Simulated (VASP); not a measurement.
# AlGa3N4 (P-43m) in VASP: further runs

AlGa3N4 is run at these levels: PBEsol; tasks: single point.

Program: VASP 6.6.1. These are calculated values, not measurements. Logs are shortened: lines on timing, memory, paths and dates and some standing lists are left out, and cuts for length are marked.

## Step 1: The cell of the first run

The structure is cubic, space group P-43m (No. 215). Conventional cell: a = 4.468 Å, b = 4.468 Å, c = 4.468 Å, α = 90.00°, β = 90.00°, γ = 90.00°. Within 2.1 Å of Al (site symmetry -43m) lie 4 N at 1.60 Å. Ga (site symmetry -42m) has 4 N at 2.07 Å within 2.7 Å. Within 2.1 Å of N (site symmetry 3m) lie 1 Al at 1.60 Å and 3 Ga at 2.07 Å.

## Step 2: Single point, PBEsol (mode 24 (691.5 1/cm) frozen in, largest displacement -0.300 Å)

INCAR

```
SYSTEM = AlGa3N4
ALGO = Normal
EDIFF = 1E-7
ENCUT = 520
GGA = PS
ISIF = 2
ISMEAR = 0
LASPH = .TRUE.
LCHARG = .FALSE.
LREAL = .FALSE.
LWAVE = .FALSE.
NBANDS = 41
NELM = 100
PREC = Accurate
SIGMA = 0.05
```

KPOINTS

```
k-points
0
G
  6 6 6
  0 0 0
```

POSCAR

```
AlGa3N4
1.0
    4.4676279409      0.0000000000      0.0000000000
    0.0000000000      4.4676279409      0.0000000000
    0.0000000000      0.0000000000      4.4676279409
Al Ga N
1 3 4
Direct
    0.0000000000      0.0000000000      0.0000000000
    0.5000000000      0.5000000000      0.0000000000
    0.5000000000      0.0000000000      0.5000000000
    0.0000000000      0.5000000000      0.5000000000
    0.7937998334      0.7937998334      0.2062001666
    0.7937998334      0.2062001666      0.7937998334
    0.2062001666      0.7937998334      0.7937998334
    0.2062001666      0.2062001666      0.2062001666
```

Potentials or basis: VASP PAW PBE potentials, release 64 (Al, Ga_d, N).

Started as:

```bash
> cat potpaw_PBE.64/Al/POTCAR potpaw_PBE.64/Ga_d/POTCAR potpaw_PBE.64/N/POTCAR > POTCAR
> mpirun -np 1 vasp_std > vasp.out
```

OUTCAR:

```text
SYSTEM = AlGa3N4
   EDIFF = 1E-7
   ENCUT = 520
   GGA = PS
   ISIF = 2
   ISMEAR = 0
   LASPH = .TRUE.
   LREAL = .FALSE.
   NELM = 100
   PREC = Accurate

 ion  position               nearest neighbor table
   1  0.000  0.000  0.000-   5 1.60   6 1.60   7 1.60   8 1.60
   2  0.500  0.500  0.000-   5 2.07   6 2.07   7 2.07   8 2.07
   3  0.500  0.000  0.500-   5 2.07   6 2.07   7 2.07   8 2.07
   4  0.000  0.500  0.500-   5 2.07   6 2.07   7 2.07   8 2.07
   5  0.794  0.794  0.206-   1 1.60   2 2.07   3 2.07   4 2.07
   6  0.794  0.206  0.794-   1 1.60   2 2.07   3 2.07   4 2.07
   7  0.206  0.794  0.794-   1 1.60   2 2.07   3 2.07   4 2.07
   8  0.206  0.206  0.206-   1 1.60   2 2.07   3 2.07   4 2.07

  LATTYP: Found a simple cubic cell.
 ALAT       =     4.4676279409

  Lattice vectors:

 A1 = (   4.4676279409,   0.0000000000,   0.0000000000)
 A2 = (   0.0000000000,   4.4676279409,   0.0000000000)
 A3 = (   0.0000000000,   0.0000000000,   4.4676279409)

Analysis of symmetry for initial positions (statically):
=====================================================================
 Subroutine PRICEL returns:
 Original cell was already a primitive cell.

 Routine SETGRP: Setting up the symmetry group for a
 simple cubic supercell.

 Subroutine GETGRP returns: Found 24 space group operations
 (whereof 24 operations were pure point group operations)
 out of a pool of 48 trial point group operations.

The static configuration has the point symmetry T_d .

Analysis of symmetry for dynamics (positions and initial velocities):
=====================================================================
 Subroutine PRICEL returns:
 Original cell was already a primitive cell.

 Routine SETGRP: Setting up the symmetry group for a
 simple cubic supercell.

 Subroutine GETGRP returns: Found 24 space group operations
 (whereof 24 operations were pure point group operations)
 out of a pool of 48 trial point group operations.

The dynamic configuration has the point symmetry T_d .

 Subroutine INISYM returns: Found 24 space group operations
 (whereof 24 operations are pure point group operations),
 and found     1 'primitive' translations

----------------------------------------------------------------------------------------

                                     Primitive cell

  volume of cell :      89.1725
[... 100 lines left out ...]
   IBRION =     -1    ionic relax: 0-MD 1-quasi-New 2-CG
   NFREE  =      0    steps in history (QN), initial steepest desc. (CG)
   ISIF   =      2    stress and relaxation
   ISYM   =      2    0-nonsym 1-usesym 2-fastsym
   POTIM  = 0.5000    time-step for ionic-motion
   TEBEG  =    0.0;   TEEND  =   0.0 temperature during run
   PSTRESS=    0.0 pullay stress
   NELECT =      62.0000    total number of electrons
   NUPDOWN=      -1.0000    fix difference up-down
   EMIN   =  10.00;   EMAX   =-10.00  energy-range for DOS
   EFERMI =   0.00;   METHOD = LEGACY
   ISMEAR =     0;   SIGMA  =   0.05  broadening in eV -4-tet -1-fermi 0-gaus
   EFERMI_NEDOS =   21; number of points for ismear=-14 and -15
   IALGO  =     38    algorithm
   IMIX   =      4    mixing-type and parameters
     AMIX     =   0.40;   BMIX     =  1.00
     AMIX_MAG =   1.60;   BMIX_MAG =  1.00
  volume/ion in A,a.u.               =      11.15        75.22
  Fermi-wavevector in a.u.,A,eV,Ry     =   1.450313  2.740694 28.618599  2.103408
  Thomas-Fermi vector in A             =   2.567939
   LORBIT       =      0    0 simple, 1 ext, 2 COOP (PROOUT), +10 PAW based schemes
   GGA     = PS    functional components
   LHFCALC =     F    Hartree Fock is set to
   AEXX    =    0.0000 exact exchange contribution
   IVDW    =     0    specifies the selected vdW correction
   LEPSILON=     F    determine dielectric tensor
   LRPA    =     F    only Hartree local field effects (RPA)
 non-spin polarized calculation
 Gauss-broadening in eV      SIGMA  =   0.05
  energy-cutoff  :      520.00
  volume of cell :       89.17
 maximum number of plane-waves:      2469
 NGX is ok and might be reduce to    36
   NGX = 17   NGY = 17   NGZ = 17

 number of electron      61.9999969 magnetization

 Free energy of the ion-electron system (eV)
  ---------------------------------------------------
  ext. energy  EPLUGINS =         0.00000000
  ---------------------------------------------------
  free energy    TOTEN  =       -48.79869914 eV

  energy without entropy =      -48.79869914  energy(sigma->0) =      -48.79869914

 E-fermi :   5.7884     XC(G=0): -11.7518

 val. band max:        5.5334036751   @ k =   0.5000   0.5000   0.0000
 cond. band min:       6.9874246409   @ k =   0.0000   0.0000   0.0000
 fundamental gap:      1.4540209658
 Fermi energy:         5.7884067370

 k-point     1 :       0.0000    0.0000    0.0000
  band No.  band energies     occupation
      1     -10.5016      2.00000
      2      -8.9779      2.00000
      3      -8.9779      2.00000
      4      -8.9779      2.00000
      5      -8.2878      2.00000
      6      -8.1968      2.00000
[... 869 lines left out ...]
     40      14.4049      0.00000
     41      16.3547      0.00000

------------------------ aborting loop because EDIFF is reached ----------------------------------------

  FORCE on cell =-STRESS in cart. coord.  units (eV):
  Direction    XX          YY          ZZ          XY          YZ          ZX
  --------------------------------------------------------------------------------------
  -------------------------------------------------------------------------------------
  Total       10.5864169     10.5864169     10.5864169     -0.0000000     -0.0000000     -0.0000000
  in kB      190.2079134    190.2079134    190.2079134     -0.0000000     -0.0000000     -0.0000000
  external PRESSURE =     190.2079134 kB  Pullay stress =       0.0000000 kB

 VOLUME and BASIS-vectors are now :
 -----------------------------------------------------------------------------
  energy-cutoff  :      520.00
  volume of cell :       89.17
      direct lattice vectors                 reciprocal lattice vectors
     4.467627941  0.000000000  0.000000000     0.223832426  0.000000000  0.000000000
     0.000000000  4.467627941  0.000000000     0.000000000  0.223832426  0.000000000
     0.000000000  0.000000000  4.467627941     0.000000000  0.000000000  0.223832426

 POSITION                                       TOTAL-FORCE (eV/Angst)
 -----------------------------------------------------------------------------------
      0.00000      0.00000      0.00000         0.000000      0.000000     -0.000000
      2.23381      2.23381      0.00000         0.000000      0.000000     -0.000000
      2.23381      0.00000      2.23381         0.000000      0.000000     -0.000000
      0.00000      2.23381      2.23381         0.000000      0.000000     -0.000000
      3.54640      3.54640      0.92123        -7.043394     -7.043394      7.043394
      3.54640      0.92123      3.54640        -7.043394      7.043394     -7.043394
      0.92123      3.54640      3.54640         7.043394     -7.043394     -7.043394
      0.92123      0.92123      0.92123         7.043394      7.043394      7.043394
 -----------------------------------------------------------------------------------
    total drift:                                0.000000      0.000000      0.000000

  FREE ENERGIE OF THE ION-ELECTRON SYSTEM (eV)
  ---------------------------------------------------
  free  energy   TOTEN  =       -48.7986991445 eV

  energy  without entropy=      -48.7986991445  energy(sigma->0) =      -48.79869914
```

It took 2.6 min on 1 thread of AMD EPYC 7R13, shared host; peak memory 0.2 GiB.

Results:

```yaml
Free_energy: -48.7987 eV
Pressure: 19.0 GPa
Largest_force: 12.200 eV/Å
Band_gap_on_the_k_mesh: 1.45 eV, indirect (least direct gap 2.43 eV)
```

Forces on the atoms (eV/Å):
```
Al   0.000  0.000  0.000
Ga   0.000  0.000  0.000
Ga   0.000  0.000  0.000
Ga   0.000  0.000  0.000
N   -7.043 -7.043  7.043
N   -7.043  7.043 -7.043
N    7.043 -7.043 -7.043
N    7.043  7.043  7.043
```

Caveat: the cell differs from its parent crystal (mode 24 (691.5 1/cm) frozen in, largest displacement -0.300 Å); the PAW data sets were made with another functional, which shifts forces and pressure a little. A k mesh can miss the band edges.

## Step 3: Single point, PBEsol (mode 24 (691.5 1/cm) frozen in, largest displacement +0.225 Å)

INCAR

```
SYSTEM = AlGa3N4
ALGO     = Normal         ! electronic algorithm
EDIFF    = 1E-6           ! SCF threshold, eV
ENCUT    = 520            ! plane-wave cutoff, eV
GGA      = PS             ! functional
ISIF     = 2              ! what is computed and relaxed
ISMEAR   = 0              ! smearing method
LASPH    = .True.         ! aspherical terms in the spheres
LCHARG   = .False.        ! write CHGCAR
LREAL    = .False.        ! projectors in reciprocal space
LWAVE    = .False.        ! write WAVECAR
NBANDS   = 41             ! bands
NELM     = 100            ! most SCF steps
PREC     = Accurate       ! precision mode
SIGMA    = 0.05           ! smearing width, eV
```

KPOINTS

```
k-points
0
Gamma
  6 6 6
  0 0 0
```

POSCAR

```
AlGa3N4
1.0
    4.4676279409      0.0000000000      0.0000000000
    0.0000000000      4.4676279409      0.0000000000
    0.0000000000      0.0000000000      4.4676279409
Al Ga N
1 3 4
Direct
    0.0000000000      0.0000000000      0.0000000000
    0.5000000000      0.5000000000      0.0000000000
    0.5000000000      0.0000000000      0.5000000000
    0.0000000000      0.5000000000      0.5000000000
    0.7259542349      0.7259542349      0.2740457651
    0.7259542349      0.2740457651      0.7259542349
    0.2740457651      0.7259542349      0.7259542349
    0.2740457651      0.2740457651      0.2740457651
```

Potentials or basis: VASP PAW PBE potentials, release 64 (Al, Ga_d, N).

Started as:

```bash
> cat potpaw_PBE.64/Al/POTCAR potpaw_PBE.64/Ga_d/POTCAR potpaw_PBE.64/N/POTCAR > POTCAR
> mpirun -np 1 vasp_std > vasp.out
```

OUTCAR:

```text
SYSTEM = AlGa3N4
   EDIFF = 1E-6
   ENCUT = 520
   GGA = PS
   ISIF = 2
   ISMEAR = 0
   LASPH = .True.
   LREAL = .False.
   NELM = 100
   PREC = Accurate

 ion  position               nearest neighbor table
   1  0.000  0.000  0.000-   5 2.12   6 2.12   7 2.12   8 2.12
   2  0.500  0.500  0.000-   5 1.88   6 1.88   7 1.88   8 1.88
   3  0.500  0.000  0.500-   5 1.88   6 1.88   7 1.88   8 1.88
   4  0.000  0.500  0.500-   5 1.88   6 1.88   7 1.88   8 1.88
   5  0.726  0.726  0.274-   2 1.88   3 1.88   4 1.88   1 2.12
   6  0.726  0.274  0.726-   2 1.88   3 1.88   4 1.88   1 2.12
   7  0.274  0.726  0.726-   2 1.88   3 1.88   4 1.88   1 2.12
   8  0.274  0.274  0.274-   2 1.88   3 1.88   4 1.88   1 2.12

  LATTYP: Found a simple cubic cell.
 ALAT       =     4.4676279409

  Lattice vectors:

 A1 = (   4.4676279409,   0.0000000000,   0.0000000000)
 A2 = (   0.0000000000,   4.4676279409,   0.0000000000)
 A3 = (   0.0000000000,   0.0000000000,   4.4676279409)

Analysis of symmetry for initial positions (statically):
=====================================================================
 Subroutine PRICEL returns:
 Original cell was already a primitive cell.

 Routine SETGRP: Setting up the symmetry group for a
 simple cubic supercell.

 Subroutine GETGRP returns: Found 24 space group operations
 (whereof 24 operations were pure point group operations)
 out of a pool of 48 trial point group operations.

The static configuration has the point symmetry T_d .

Analysis of symmetry for dynamics (positions and initial velocities):
=====================================================================
 Subroutine PRICEL returns:
 Original cell was already a primitive cell.

 Routine SETGRP: Setting up the symmetry group for a
 simple cubic supercell.

 Subroutine GETGRP returns: Found 24 space group operations
 (whereof 24 operations were pure point group operations)
[... 133 lines left out ...]
   LORBIT       =      0    0 simple, 1 ext, 2 COOP (PROOUT), +10 PAW based schemes
   GGA     = PS    functional components
   LHFCALC =     F    Hartree Fock is set to
   AEXX    =    0.0000 exact exchange contribution
   IVDW    =     0    specifies the selected vdW correction
   LEPSILON=     F    determine dielectric tensor
   LRPA    =     F    only Hartree local field effects (RPA)
 non-spin polarized calculation
 Gauss-broadening in eV      SIGMA  =   0.05
  energy-cutoff  :      520.00
  volume of cell :       89.17
 maximum number of plane-waves:      2469
 NGX is ok and might be reduce to    36
   NGX = 17   NGY = 17   NGZ = 17

 number of electron      61.9999965 magnetization

 Free energy of the ion-electron system (eV)
  ---------------------------------------------------
  ext. energy  EPLUGINS =         0.00000000
  ---------------------------------------------------
  free energy    TOTEN  =       -52.92006378 eV

  energy without entropy =      -52.92006378  energy(sigma->0) =      -52.92006378

 E-fermi :   5.9012     XC(G=0): -11.7417

 val. band max:        5.6296587084   @ k =   0.0000   0.0000   0.0000
 cond. band min:       7.5916838189   @ k =   0.0000   0.0000   0.0000
 fundamental gap:      1.9620251106
 Fermi energy:         5.9011514807

 k-point     1 :       0.0000    0.0000    0.0000
  band No.  band energies     occupation
      1     -10.5305      2.00000
      2      -9.1149      2.00000
      3      -9.1149      2.00000
      4      -9.1149      2.00000
      5      -7.5773      2.00000
      6      -7.5773      2.00000
[... 869 lines left out ...]
     40      15.7869      0.00000
     41      15.9246      0.00000

------------------------ aborting loop because EDIFF is reached ----------------------------------------

  FORCE on cell =-STRESS in cart. coord.  units (eV):
  Direction    XX          YY          ZZ          XY          YZ          ZX
  --------------------------------------------------------------------------------------
  -------------------------------------------------------------------------------------
  Total        3.4653922      3.4653922      3.4653922     -0.0000000      0.0000000      0.0000000
  in kB       62.2632779     62.2632779     62.2632779     -0.0000000      0.0000000      0.0000000
  external PRESSURE =      62.2632779 kB  Pullay stress =       0.0000000 kB

 VOLUME and BASIS-vectors are now :
 -----------------------------------------------------------------------------
  energy-cutoff  :      520.00
  volume of cell :       89.17
      direct lattice vectors                 reciprocal lattice vectors
     4.467627941  0.000000000  0.000000000     0.223832426  0.000000000  0.000000000
     0.000000000  4.467627941  0.000000000     0.000000000  0.223832426  0.000000000
     0.000000000  0.000000000  4.467627941     0.000000000  0.000000000  0.223832426

 POSITION                                       TOTAL-FORCE (eV/Angst)
 -----------------------------------------------------------------------------------
      0.00000      0.00000      0.00000        -0.000000     -0.000000     -0.000000
      2.23381      2.23381      0.00000        -0.000000     -0.000000     -0.000000
      2.23381      0.00000      2.23381        -0.000000     -0.000000     -0.000000
      0.00000      2.23381      2.23381        -0.000000     -0.000000     -0.000000
      3.24329      3.24329      1.22433         2.394746      2.394746     -2.394746
      3.24329      1.22433      3.24329         2.394746     -2.394746      2.394746
      1.22433      3.24329      3.24329        -2.394746      2.394746      2.394746
      1.22433      1.22433      1.22433        -2.394746     -2.394746     -2.394746
 -----------------------------------------------------------------------------------
    total drift:                                0.000000      0.000000     -0.000000

  FREE ENERGIE OF THE ION-ELECTRON SYSTEM (eV)
  ---------------------------------------------------
  free  energy   TOTEN  =       -52.9200637811 eV

  energy  without entropy=      -52.9200637811  energy(sigma->0) =      -52.92006378
```

OSZICAR:

```text
N       E                     dE             d eps       ncg     rms          rms(c)
DAV:   1     0.636958072115E+03    0.63696E+03   -0.28011E+04  1857   0.256E+03
DAV:   2     0.539269751300E+02   -0.58303E+03   -0.54182E+03  1752   0.645E+02
DAV:   3    -0.533011054578E+02   -0.10723E+03   -0.10372E+03  1873   0.196E+02
DAV:   4    -0.607561091236E+02   -0.74550E+01   -0.73871E+01  2244   0.552E+01
DAV:   5    -0.609672872796E+02   -0.21118E+00   -0.21082E+00  2046   0.911E+00    0.152E+01
DAV:   6    -0.527810827836E+02    0.81862E+01   -0.24148E+01  2892   0.572E+01    0.459E+00
DAV:   7    -0.530195472632E+02   -0.23846E+00   -0.39594E+00  1972   0.109E+01    0.389E+00
DAV:   8    -0.529538101677E+02    0.65737E-01   -0.47423E-01  2539   0.783E+00    0.105E+00
DAV:   9    -0.529185455870E+02    0.35265E-01   -0.15191E-01  2726   0.541E+00    0.365E-01
DAV:  10    -0.529198827564E+02   -0.13372E-02   -0.13375E-02  1919   0.747E-01    0.257E-01
DAV:  11    -0.529205177844E+02   -0.63503E-03   -0.18838E-03  2728   0.364E-01    0.131E-01
DAV:  12    -0.529200616454E+02    0.45614E-03   -0.11358E-03  2630   0.343E-01    0.372E-02
DAV:  13    -0.529200663671E+02   -0.47217E-05   -0.12909E-04  1895   0.670E-02    0.135E-02
DAV:  14    -0.529200644357E+02    0.19314E-05   -0.95753E-06  2330   0.292E-02    0.659E-03
DAV:  15    -0.529200637811E+02    0.65464E-06   -0.35574E-06  1798   0.105E-02
   1 F= -.52920064E+02 E0= -.52920064E+02  d E =-.614607E-16
```

Run time: 2.8 min. Hardware: 1 thread of AMD EPYC 7R13, shared host; peak memory 0.2 GiB.

What came out:

```
Free energy            : -52.9201 eV
Pressure               : 6.2 GPa
Largest force          : 4.148 eV/Å
Band gap on the k mesh : 1.96 eV, direct
```

Forces in eV/Å, atoms in the order of the input:
```
Al   0.000  0.000  0.000
Ga   0.000  0.000  0.000
Ga   0.000  0.000  0.000
Ga   0.000  0.000  0.000
N    2.395  2.395 -2.395
N    2.395 -2.395  2.395
N   -2.395  2.395  2.395
N   -2.395 -2.395 -2.395
```

Levels at points of the mesh, in eV from the valence-band top:
```
           k point  band 28  band 29  band 30  band 31  band 32  band 33  band 34  band 35
(0.00, 0.00, 0.00)    -2.68     0.00     0.00     0.00     1.96     3.04     3.04     3.04
(0.50, 0.00, 0.00)    -1.84    -1.84    -0.92    -0.92     4.15     4.54     5.64     5.64
(0.50, 0.50, 0.00)    -1.62    -0.88    -0.76    -0.76     5.40     5.96     6.43     6.43
(0.50, 0.50, 0.50)    -0.80    -0.68    -0.68    -0.68     4.40     4.77     4.77     4.77
```

Caveat: the cell differs from its parent crystal (mode 24 (691.5 1/cm) frozen in, largest displacement +0.225 Å); the PAW data sets were made with another functional, which shifts forces and pressure a little.

(Continued in part 2 of 2.)
